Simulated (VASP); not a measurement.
Input of a VASP 6.6.1 run:

File INCAR:

```
ALGO = Fast
EDIFF = 1E-6
ENCUT = 520
GGA = PE
ISIF = 2
ISMEAR = 0
LASPH = True
LCHARG = False
LREAL = False
LWAVE = False
NBANDS = 36
NELM = 60
PREC = Accurate
SIGMA = 0.1
```

File KPOINTS:

```
k-points
0
Gamma
  4 4 4
```

POSCAR

```
Zn3GeN
1.0
    4.4045886200      0.0000000000      0.0000000000
    0.0000000000      4.4045886200      0.0000000000
    0.0000000000      0.0000000000      4.4045886200
Zn Ge N
3 1 1
Direct
    0.5000000000      0.5000000000      0.0000000000
    0.5000000000      0.0000000000      0.5000000000
    0.0000000000      0.5000000000      0.5000000000
    0.0000000000      0.0000000000      0.0000000000
    0.5000000000      0.5000000000      0.5000000000
```

Potentials or basis: VASP PAW PBE potentials, release 64 (Zn, Ge_d, N).

Launch:

```sh
$ cat potpaw_PBE.64/Zn/POTCAR potpaw_PBE.64/Ge_d/POTCAR potpaw_PBE.64/N/POTCAR > POTCAR
$ mpirun -np 1 vasp_std > vasp.out
```

(1) Predict the pressure.

(2) Estimate the band gap on the k mesh.

Answers

(1) -9.0 GPa.

(2) zero (an odd number of electrons rules out a gap without spin polarisation).

Caveat: the cell stands under tension.
